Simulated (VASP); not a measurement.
# Mo (I4/mmm) in VASP: further runs

The runs below take Mo through single point, with PBE.

All numbers are computed with VASP 6.6.1; they aren't measurements. Logs are shortened: lines on timing, memory, paths and dates and some standing lists are left out, and cuts for length are marked.

## (1) The cell of the first run

It takes space group I4/mmm (No. 139, tetragonal). Conventional cell: a = 2.736 Å, b = 2.736 Å, c = 3.708 Å, α = 90.00°, β = 90.00°, γ = 90.00°. Mo (site symmetry 4/mmm) has 12 Mo at 2.68 to 2.74 Å within 3.5 Å.

## (2) Single point, PBE (strain -0.040 along x and y, -0.080 along z)

INCAR reads:

```
SYSTEM = Mo
PREC = Accurate
ENCUT = 520
EDIFF = 1E-7
ISMEAR = 0
SIGMA = 0.15
LREAL = .FALSE.
LASPH = .TRUE.
NELM = 80
ALGO = Fast
ISIF = 2
LWAVE = .FALSE.
LCHARG = .FALSE.
GGA = PE
NBANDS = 13
```

KPOINTS reads:

```
regular mesh
0
G
  20 20 20
  0 0 0
```

POSCAR reads:

```
Mo
1.0
    0.0000000000      1.9344000000      1.8538000000
    1.9344000000      0.0000000000      1.8538000000
    1.9344000000      1.9344000000      0.0000000000
Mo
1
Direct
    0.0000000000      0.0000000000      0.0000000000
```

Potentials or basis: VASP PAW PBE potentials, release 64 (Mo_sv).

Command:

```console
$ cat potpaw_PBE.64/Mo_sv/POTCAR > POTCAR
$ mpirun -np 1 vasp_std > vasp.out
```

OUTCAR:

```text
SYSTEM = Mo
   PREC = Accurate
   ENCUT = 520
   EDIFF = 1E-7
   ISMEAR = 0
   LREAL = .FALSE.
   LASPH = .TRUE.
   NELM = 80
   ISIF = 2
   GGA = PE

 ion  position               nearest neighbor table
   1  0.000  0.000  0.000-

  LATTYP: Found a body centered tetragonal cell.
 ALAT       =     2.7356547151
 C/A-ratio  =     1.3552879973

  Lattice vectors:

 A1 = (   0.0000000000,  -1.9344000000,  -1.8538000000)
 A2 = (   0.0000000000,   1.9344000000,  -1.8538000000)
 A3 = (   1.9344000000,   0.0000000000,   1.8538000000)

Analysis of symmetry for initial positions (statically):
=====================================================================
 Subroutine PRICEL returns:
 Original cell was already a primitive cell.

 Routine SETGRP: Setting up the symmetry group for a
 body centered tetragonal supercell.

 Subroutine GETGRP returns: Found 16 space group operations
 (whereof 16 operations were pure point group operations)
 out of a pool of 16 trial point group operations.

The static configuration has the point symmetry D_4h.

Analysis of symmetry for dynamics (positions and initial velocities):
=====================================================================
 Subroutine PRICEL returns:
 Original cell was already a primitive cell.

 Routine SETGRP: Setting up the symmetry group for a
 body centered tetragonal supercell.

 Subroutine GETGRP returns: Found 16 space group operations
 (whereof 16 operations were pure point group operations)
 out of a pool of 16 trial point group operations.

The dynamic configuration has the point symmetry D_4h.

 Subroutine INISYM returns: Found 16 space group operations
 (whereof 16 operations are pure point group operations),
 and found     1 'primitive' translations

----------------------------------------------------------------------------------------

                                     Primitive cell

  volume of cell :      13.8735

  direct lattice vectors                    reciprocal lattice vectors
     0.000000000  1.934400000  1.853800000    -0.258478081  0.258478081  0.269716258
     1.934400000  0.000000000  1.853800000     0.258478081 -0.258478081  0.269716258
     1.934400000  1.934400000  0.000000000     0.258478081  0.258478081 -0.269716258

  length of vectors
     2.679268146  2.679268146  2.735654715     0.454278215  0.454278215  0.454278215

  position of ions in fractional coordinates (direct lattice)
     0.000000000  0.000000000  0.000000000

  ion indices of the primitive-cell ions
   primitive index   ion index
                 1           1

----------------------------------------------------------------------------------------

 KPOINTS: regular mesh

Automatic generation of k-mesh.
 Grid dimensions read from file:
 generate k-points for:   20   20   20

 Generating k-lattice:

  Cartesian coordinates                     Fractional coordinates (reciprocal lattice)
    -0.012923904  0.012923904  0.013485813     0.050000000  0.000000000  0.000000000
     0.012923904 -0.012923904  0.013485813     0.000000000  0.050000000  0.000000000
     0.012923904  0.012923904 -0.013485813     0.000000000  0.000000000  0.050000000

  Length of vectors
     0.022713911  0.022713911  0.022713911

  Shift w.r.t. Gamma in fractional coordinates (k-lattice)
     0.000000000  0.000000000  0.000000000

 Subroutine IBZKPT returns following result:
 ===========================================

 Found    641 irreducible k-points:

 Following reciprocal coordinates:
            Coordinates               Weight
  0.000000  0.000000  0.000000      1.000000
  0.050000  0.000000  0.000000      8.000000
  0.100000  0.000000  0.000000      8.000000
  0.150000  0.000000  0.000000      8.000000
  0.200000  0.000000  0.000000      8.000000
  0.250000  0.000000  0.000000      8.000000
[... 16 lines left out ...]
 -0.400000  0.050000  0.000000      8.000000
 -0.350000  0.050000  0.000000      8.000000
 [... further k-points ...]
   k-points           NKPTS =    641   k-points in BZ     NKDIM =    641   number of bands    NBANDS=     13
   number of dos      NEDOS =    301   number of ions     NIONS =      1
   total plane-waves  NPLWV =   8000
   dimension x,y,z NGX =    20 NGY =   20 NGZ =   20
   dimension x,y,z NGXF=    40 NGYF=   40 NGZF=   40
   ions per type =               1
   NGX,Y,Z   is equivalent  to a cutoff of  12.41, 12.41, 12.15 a.u.
   NGXF,Y,Z  is equivalent  to a cutoff of  24.82, 24.82, 24.31 a.u.
 SYSTEM =  Mo
   PREC   = accura    normal or accurate (medium, high low for compatibility)
   ISTART =      0    job   : 0-new  1-cont  2-samecut
   ICHARG =      2    charge: 1-file 2-atom 10-const
   ISPIN  =      1    spin polarized calculation?
   LNONCOLLINEAR =      F non collinear calculations
   LSORBIT =      F    spin-orbit coupling
   LASPH  =      T    aspherical Exc in radial PAW
   ENCUT  =  520.0 eV  38.22 Ry    6.18 a.u.   4.98  4.98  5.09*2*pi/ulx,y,z
   NELM   =     80;   NELMIN=  2; NELMDL= -5     # of ELM steps
   EDIFF  = 0.1E-06   stopping-criterion for ELM
   LREAL  =      F    real-space projection
   EDIFFG = 0.1E-05   stopping-criterion for IOM
   NSW    =      0    number of steps for IOM
   IBRION =     -1    ionic relax: 0-MD 1-quasi-New 2-CG
   NFREE  =      0    steps in history (QN), initial steepest desc. (CG)
   ISIF   =      2    stress and relaxation
   ISYM   =      2    0-nonsym 1-usesym 2-fastsym
   POTIM  = 0.5000    time-step for ionic-motion
   TEBEG  =    0.0;   TEEND  =   0.0 temperature during run
   PSTRESS=    0.0 pullay stress
   NELECT =      14.0000    total number of electrons
   NUPDOWN=      -1.0000    fix difference up-down
   EMIN   =  10.00;   EMAX   =-10.00  energy-range for DOS
   EFERMI =   0.00;   METHOD = LEGACY
   ISMEAR =     0;   SIGMA  =   0.15  broadening in eV -4-tet -1-fermi 0-gaus
   EFERMI_NEDOS =   21; number of points for ismear=-14 and -15
   IALGO  =     68    algorithm
   IMIX   =      4    mixing-type and parameters
     AMIX     =   0.40;   BMIX     =  1.00
     AMIX_MAG =   1.60;   BMIX_MAG =  1.00
  volume/ion in A,a.u.               =      13.87        93.62
  Fermi-wavevector in a.u.,A,eV,Ry     =   1.642060  3.103044 36.686220  2.696361
  Thomas-Fermi vector in A             =   2.732426
   LORBIT       =      0    0 simple, 1 ext, 2 COOP (PROOUT), +10 PAW based schemes
   GGA     = PE    functional components
   LHFCALC =     F    Hartree Fock is set to
   AEXX    =    0.0000 exact exchange contribution
   IVDW    =     0    specifies the selected vdW correction
   LEPSILON=     F    determine dielectric tensor
   LRPA    =     F    only Hartree local field effects (RPA)
 non-spin polarized calculation
 RMM-DIIS sequential band-by-band and
 Gauss-broadening in eV      SIGMA  =   0.15
  energy-cutoff  :      520.00
  volume of cell :       13.87
 maximum number of plane-waves:       386
   NGX =  9   NGY =  9   NGZ = 11

 number of electron      13.9999999 magnetization

 Free energy of the ion-electron system (eV)
  ---------------------------------------------------
  ext. energy  EPLUGINS =         0.00000000
  ---------------------------------------------------
  free energy    TOTEN  =       -10.24666016 eV

  energy without entropy =      -10.23518564  energy(sigma->0) =      -10.24092290

 E-fermi :  14.1823     XC(G=0): -14.0553

 val. band max:       14.1777244765   @ k =  -0.1000   0.3000   0.2500
 cond. band min:      14.1851157765   @ k =   0.4000   0.0500   0.3000
 fundamental gap:      0.0073913000
 Fermi energy:        14.1823203260

 k-point     1 :       0.0000    0.0000    0.0000
  band No.  band energies     occupation
      1     -46.5660      2.00000
      2     -19.5292      2.00000
      3     -19.5292      2.00000
      4     -19.4958      2.00000
      5       7.0450      2.00000
      6      12.9984      2.00000
      7      12.9984      2.00000
      8      13.5840      2.00000
      9      16.0346      0.00000
     10      16.8612      0.00000
     11      27.2900      0.00000
     12      32.6940      0.00000
     13      32.6940      0.00000

 k-point     2 :       0.0500    0.0000    0.0000
  band No.  band energies     occupation
      1     -46.5565      2.00000
      2     -19.5755      2.00000
      3     -19.5372      2.00000
      4     -19.5090      2.00000
      5       7.1667      2.00000
      6      12.9616      2.00000
      7      13.0541      2.00000
      8      13.5883      2.00000
      9      15.9928      0.00000
     10      16.8000      0.00000
     11      27.5332      0.00000
     12      32.4571      0.00000
     13      32.9123      0.00000

 k-point     3 :       0.1000    0.0000    0.0000
  band No.  band energies     occupation
      1     -46.5289      2.00000
      2     -19.7293      2.00000
      3     -19.5603      2.00000
      4     -19.5266      2.00000
      5       7.5137      2.00000
      6      12.8124      2.00000
      7      13.1995      2.00000
      8      13.6641      2.00000
      9      15.9010      0.00000
     10      16.6459      0.00000
     11      28.2032      0.00000
     12      31.6582      0.00000
     13      33.5500      0.00000
[... 305 lines left out ...]
 k-point    23 :      -0.4000    0.0500    0.0000
  band No.  band energies     occupation
      1     -46.1883      2.00000
      2     -21.4129      2.00000
      3     -19.8201      2.00000
      4     -19.7511      2.00000
      5       8.9980      2.00000
      6      12.7858      2.00000
      7      13.2278      2.00000
      8      15.3057      0.00000
      9      18.4005      0.00000
     10      18.9885      0.00000
     11      26.8477      0.00000
     12      29.2231      0.00000
     13      35.2778      0.00000

 k-point    24 :      -0.3500    0.0500    0.0000
  band No.  band energies     occupation
      1     -46.2294      2.00000
      2     -21.2227      2.00000
      3     -19.7820      2.00000
      4     -19.7383      2.00000
      5       9.1204      2.00000
      6      12.9428      2.00000
      7      13.3912      2.00000
      8      14.4175      0.02659
      9      17.6520      0.00000
     10      18.4947      0.00000
     11      27.0453      0.00000
     12      30.6701      0.00000
     13      36.2388      0.00000

 [... further k-points ...]

------------------------ aborting loop because EDIFF is reached ----------------------------------------

  FORCE on cell =-STRESS in cart. coord.  units (eV):
  Direction    XX          YY          ZZ          XY          YZ          ZX
  --------------------------------------------------------------------------------------
  -------------------------------------------------------------------------------------
  Total        4.3406848      4.3406848      3.5099311      0.0000000     -0.0000000     -0.0000000
  in kB      501.2834827    501.2834827    405.3439893      0.0000000     -0.0000000     -0.0000000
  external PRESSURE =     469.3036516 kB  Pullay stress =       0.0000000 kB

 VOLUME and BASIS-vectors are now :
 -----------------------------------------------------------------------------
  energy-cutoff  :      520.00
  volume of cell :       13.87
      direct lattice vectors                 reciprocal lattice vectors
     0.000000000  1.934400000  1.853800000    -0.258478081  0.258478081  0.269716258
     1.934400000  0.000000000  1.853800000     0.258478081 -0.258478081  0.269716258
     1.934400000  1.934400000  0.000000000     0.258478081  0.258478081 -0.269716258

 POSITION                                       TOTAL-FORCE (eV/Angst)
 -----------------------------------------------------------------------------------
      0.00000      0.00000      0.00000        -0.000000      0.000000      0.000000
 -----------------------------------------------------------------------------------
    total drift:                               -0.000000     -0.000000     -0.000000

  FREE ENERGIE OF THE ION-ELECTRON SYSTEM (eV)
  ---------------------------------------------------
  free  energy   TOTEN  =       -10.2466601647 eV

  energy  without entropy=      -10.2351856445  energy(sigma->0) =      -10.24092290
```

Wall time 70 s (1 thread of AMD EPYC 9R45 (Zen 5), shared host); peak memory 0.18 GiB.

Results:

```yaml
Free_energy: -10.2467 eV
Pressure: 46.9 GPa
Band_gap_on_the_k_mesh: zero (band 7 reaches 18.95 eV, above the bottom of band 8 at 13.38 eV)
```

Caveat: the cell differs from its parent crystal (strain -0.040 along x and y, -0.080 along z).

## (3) Single point, PBE (strain -0.040 along x and y, +0.000 along z)

INCAR reads:

```
PREC     = Accurate       # precision mode
ENCUT    = 520            # plane-wave cutoff, eV
EDIFF    = 1E-7           # SCF threshold, eV
ISMEAR   = 0              # smearing method
SIGMA    = 0.15           # smearing width, eV
LREAL    = F              # projectors in reciprocal space
LASPH    = T              # aspherical terms in the spheres
NELM     = 100            # most SCF steps
ALGO     = Fast           # electronic algorithm
ISIF     = 2              # what is computed and relaxed
LWAVE    = F              # write WAVECAR
LCHARG   = F              # write CHGCAR
GGA      = PE             # functional
NBANDS   = 13             # bands
```

KPOINTS reads:

```
regular mesh
0
Gamma
  20 20 20
```

POSCAR reads:

```
Mo
1.0
    0.0000000000      1.9344000000      2.0150000000
    1.9344000000      0.0000000000      2.0150000000
    1.9344000000      1.9344000000      0.0000000000
Mo
1
Direct
    0.0000000000      0.0000000000      0.0000000000
```

Potentials or basis: VASP PAW PBE potentials, release 64 (Mo_sv).

Command:

```console
$ cat potpaw_PBE.64/Mo_sv/POTCAR > POTCAR
$ mpirun -np 1 vasp_std > vasp.out
```

Wall time 93 s (1 thread of AMD EPYC 9R45 (Zen 5), shared host); peak memory 0.2 GiB.

Results (log left out):

| Property | Result |
| --- | --- |
| Free energy | -10.4785 eV |
| Pressure | 17.2 GPa |
| Band gap on the k mesh | zero (band 7 reaches 17.02 eV, above the bottom of band 8 at 12.13 eV) |

Stress tensor (GPa, compression positive):
```
14.94  0.00  0.00
 0.00 14.94  0.00
 0.00  0.00 21.66
```

Levels at points of the mesh, in eV from the Fermi level:
```tsv
k point	band 4	band 5	band 6	band 7	band 8	band 9	band 10	band 11
(0.00, 0.00, 0.00)	-33.91	-6.94	-1.19	-0.65	-0.65	1.68	2.45	13.12
(0.50, 0.00, 0.00)	-34.08	-4.94	-1.33	-0.75	1.76	4.18	4.48	12.01
(0.50, 0.50, 0.00)	-34.41	-5.37	-4.63	3.83	4.35	4.95	4.95	13.37
(0.50, 0.00, 0.50)	-34.48	-5.42	-4.71	4.25	4.67	4.69	5.28	12.38
```

Caveat: the cell differs from its parent crystal (strain -0.040 along x and y, +0.000 along z).

## (4) Single point, PBE (strain +0.000 along x and y, -0.040 along z)

INCAR reads:

```
SYSTEM = Mo
  PREC = Accurate
  ENCUT = 520
  EDIFF = 1E-6
  ISMEAR = 0
  SIGMA = 0.15
  LREAL = .FALSE.
  LASPH = .TRUE.
  NELM = 60
  ALGO = Fast
  ISIF = 2
  LWAVE = .FALSE.
  LCHARG = .FALSE.
  GGA = PE
  NBANDS = 13
```

KPOINTS reads:

```
regular mesh
0
G
  20 20 20
  0 0 0
```

POSCAR reads:

```
Mo
1.0
    0.0000000000      2.0150000000      1.9344000000
    2.0150000000      0.0000000000      1.9344000000
    2.0150000000      2.0150000000      0.0000000000
Mo
1
Direct
    0.0000000000      0.0000000000      0.0000000000
```

Command:

```console
$ cat potpaw_PBE.64/Mo_sv/POTCAR > POTCAR
$ mpirun -np 1 vasp_std > vasp.out
```

Wall time 86 s (1 thread of AMD EPYC 9R45 (Zen 5), shared host); peak memory 0.21 GiB.

Results (log left out):

* Free energy: -10.5249 eV
* Pressure: 5.7 GPa
* Band gap on the k mesh: zero (band 7 reaches 16.16 eV, above the bottom of band 8 at 11.52 eV)

Stress tensor (GPa, compression positive):
```
 8.65  0.00  0.00
 0.00  8.65  0.00
 0.00  0.00 -0.34
```

Levels at points of the mesh, in eV from the Fermi level:
| k point | band 3 | band 4 | band 5 | band 6 | band 7 | band 8 | band 9 | band 10 | band 11 | band 12 |
| --- | --- | --- | --- | --- | --- | --- | --- | --- | --- | --- |
| (0.00, 0.00, 0.00) | -34.05 | -34.02 | -6.82 | -0.93 | -0.93 | -0.44 | 1.63 | 2.29 | 13.10 | 17.97 |
| (0.50, 0.00, 0.00) | -34.27 | -34.18 | -4.73 | -1.25 | -0.67 | 1.60 | 3.94 | 4.25 | 11.37 | 12.76 |
| (0.50, 0.50, 0.00) | -34.60 | -34.60 | -5.14 | -4.50 | 4.03 | 4.67 | 4.72 | 4.72 | 12.21 | 12.21 |
| (0.50, 0.00, 0.50) | -34.54 | -34.46 | -5.10 | -4.38 | 3.84 | 4.05 | 4.44 | 4.93 | 12.47 | 13.18 |

Caveat: the cell differs from its parent crystal (strain +0.000 along x and y, -0.040 along z).

(Part 1 of 2 ends here.)
